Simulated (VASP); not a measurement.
A run of VASP 6.6.1 is set up as follows.

File POSCAR:

```
Pd
1.0
   -1.5436681530      1.5436681530      1.5436681530
    1.5436681530     -1.5436681530      1.5436681530
    1.5436681530      1.5436681530     -1.5436681530
Pd
1
Direct
    0.0000000000      0.0000000000      0.0000000000
```

The input INCAR.step1:

```
SYSTEM = Pd
PREC     = Accurate       ! precision mode
ENCUT    = 600            ! plane-wave cutoff, eV
ISMEAR   = -1             ! smearing method
SIGMA    = 0.1            ! smearing width, eV
LREAL    = .False.        ! projectors in reciprocal space
LASPH    = .True.         ! aspherical terms in the spheres
NELM     = 60             ! most SCF steps
GGA      = PE             ! functional
ALGO     = Normal         ! electronic algorithm
EDIFF    = 1E-4           ! SCF threshold, eV
LWAVE    = .True.         ! write WAVECAR
LCHARG   = .False.        ! write CHGCAR
```

INCAR.step2

```
SYSTEM = Pd
PREC     = Accurate       ! precision mode
ENCUT    = 600            ! plane-wave cutoff, eV
EDIFF    = 1E-7           ! SCF threshold, eV
ISMEAR   = -1             ! smearing method
SIGMA    = 0.1            ! smearing width, eV
LREAL    = .False.        ! projectors in reciprocal space
LASPH    = .True.         ! aspherical terms in the spheres
NELM     = 60             ! most SCF steps
ALGO     = Normal         ! electronic algorithm
ISIF     = 3              ! what is computed and relaxed
LWAVE    = .False.        ! write WAVECAR
LCHARG   = .False.        ! write CHGCAR
METAGGA  = R2SCAN         ! meta-GGA
LMIXTAU  = .True.       
IBRION   = 2              ! ionic algorithm
NSW      = 80             ! ionic steps
EDIFFG   = -0.01          ! ionic threshold
ISTART   = 1
```

KPOINTS

```
regular mesh
0
Gamma
  14 14 14
  0 0 0
```

Potentials or basis: VASP PAW PBE potentials, release 64 (Pd).

The run is started by

```bash
$ cat potpaw_PBE.64/Pd/POTCAR > POTCAR
$ cp INCAR.step1 INCAR
$ mpirun -np 1 vasp_std > vasp.out
$ cp INCAR.step2 INCAR
$ mpirun -np 1 vasp_std > vasp.out
```

(1) Predict the band gap on the k mesh.

(2) What does it give for the relaxed cell?

(3) Estimate the relaxed volume.

Results:

(1) zero (bands 5 and 6 overlap by 1.72 eV).

(2) a = 2.698 Å, b = 2.698 Å, c = 2.698 Å, α = 109.47°, β = 109.47°, γ = 109.47°.

(3) 15.12 Å³/atom.

Caveat: the PAW data sets were made with another functional, which shifts forces and pressure a little.
